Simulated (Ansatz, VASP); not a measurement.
Sb in VASP and in Ansatz

The input INCAR:

```
ALGO = Normal
EDIFF = 1E-6
EDIFFG = -0.005
ENCUT = 600
GGA = PE
IBRION = 2
ISIF = 3
ISMEAR = 0
IVDW = 12
LASPH = True
LCHARG = False
LREAL = False
LWAVE = False
NELM = 60
NSW = 100
PREC = Accurate
SIGMA = 0.1
```

The input KPOINTS:

```
k-points
0
Gamma
  12 12 12
```

Contents of POSCAR:

```
Sb
1.0
    2.1506003320      1.2416496806      3.7440000000
   -2.1506003320      1.2416496806      3.7440000000
    0.0000000000     -2.4832993611      3.7440000000
Sb
2
Direct
    0.2336400000      0.2336400000      0.2336400000
    0.7663600000      0.7663600000      0.7663600000
```

Input for Ansatz:

```yaml
crystal:
  lattice:
    - [2.150600332, 1.2416496806, 3.744]
    - [-2.150600332, 1.2416496806, 3.744]
    - [0.0, -2.4832993611, 3.744]
  atoms:
    - { symbol: Sb, position: [0.23364, 0.23364, 0.23364] }
    - { symbol: Sb, position: [0.76636, 0.76636, 0.76636] }
basis:
  ecutwfc: 420
kpoints:
  mp_grid: { grid: [12, 12, 12] }
hamiltonian:
  xc: pbe
  dispersion: d3bj
scf:
  occupations: { method: gaussian, width: 0.1 }
output:
  forces: true
  stress: true
  eigenvalues: true
relax:
  adjacent_minimum: "off"
  f_tol: 0.005
  max_steps: 80
  cell: { stress_tol: 0.05 }
```

Alike in both runs: task relaxation of cell and atoms; functional PBE; dispersion D3(BJ); k mesh 12 × 12 × 12; occupations gaussian, width 0.1 eV; no spin polarisation.

|  | VASP | Ansatz |
| --- | --- | --- |
| version | VASP 6.6.1 | Ansatz 0.2.0 |
| potentials or method | VASP PAW PBE potentials, release 64 (Sb), cutoff 600 eV | scalar-relativistic, plane waves, PAW |
| valence electrons in the cell | 10 | 30 |

```tsv
	VASP	Ansatz	Ansatz less VASP
gap on the k mesh at the Fermi level, each at its own relaxed structure (eV)	none	none	-
relaxed volume (Å³/atom)	29.71	29.78	+0.071
relaxed cell length with the largest relative difference (Å)	4.439	4.447	+0.0081
```

A gap of «none» marks a metal or a gap that the smearing closes. VASP's potentials hold 10 valence electrons a cell and Ansatz's 30, so a difference there can come from the potentials and not from the codes.

Spin-orbit coupling is off throughout.
